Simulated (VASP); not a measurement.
Set up this calculation in VASP 6.6.1, as the native input.

```
Task                   : single point
Functional             : LDA
Potentials or basis    : VASP PAW LDA potentials, release 64 (Pb_d, Se)
Cutoff                 : 520 eV
k mesh                 : 6 × 6 × 4
Occupations            : fermi-dirac, width 0.02 eV
Spin                   : no spin polarisation
Dipole correction      : no
Further INCAR settings : ALGO = Normal; EDIFF = 1e-07; NBANDS = 28
```

The structure of PbSe lies in POSCAR:

```
PbSe
1.0
    4.1679735268      0.0000000000      0.0000000000
   -2.0839867634      3.6095709565      0.0000000000
    0.0000000000      0.0000000000      7.4120755670
Pb Se
2 2
Direct
    0.0000000000      0.0000000000      0.0000000000
    0.0000000000      0.0000000000      0.5000000000
    0.3333333333      0.6666666667      0.2500000000
    0.6666666667      0.3333333333      0.7500000000
```

The input as run:

INCAR

```
ALGO     = Normal         # electronic algorithm
EDIFF    = 1E-7           # SCF threshold, eV
ENCUT    = 520            # plane-wave cutoff, eV
GGA      = CA             # functional
ISIF     = 2              # what is computed and relaxed
ISMEAR   = -1             # smearing method
LASPH    = T              # aspherical terms in the spheres
LCHARG   = T              # write CHGCAR
LELF     = T              # ELF
LREAL    = F              # projectors in reciprocal space
LVHAR    = T            
LWAVE    = F              # write WAVECAR
NBANDS   = 28             # bands
NELM     = 60             # most SCF steps
PREC     = Accurate       # precision mode
SIGMA    = 0.02           # smearing width, eV
```

KPOINTS

```
k-points
0
Gamma
  6 6 4
```

Potentials or basis: VASP PAW LDA potentials, release 64 (Pb_d, Se).

Run with:

```bash
$ cat potpaw_LDA.64/Pb_d/POTCAR potpaw_LDA.64/Se/POTCAR > POTCAR
$ mpirun -np 1 vasp_std > vasp.out
```

It gave:

```
Pressure               : 0.1 GPa
Band gap on the k mesh : zero (bands 20 and 21 overlap by 0.31 eV)
```

Caveat: semilocal functionals underestimate gaps, so a narrow gap can read as zero; spin-orbit coupling is left out, which moves the levels of the heavy elements.

Run time: 24 s on 1 thread of Intel(R) Xeon(R) 6975P-C (Granite Rapids), on a shared host, peak memory 0.22 GiB.
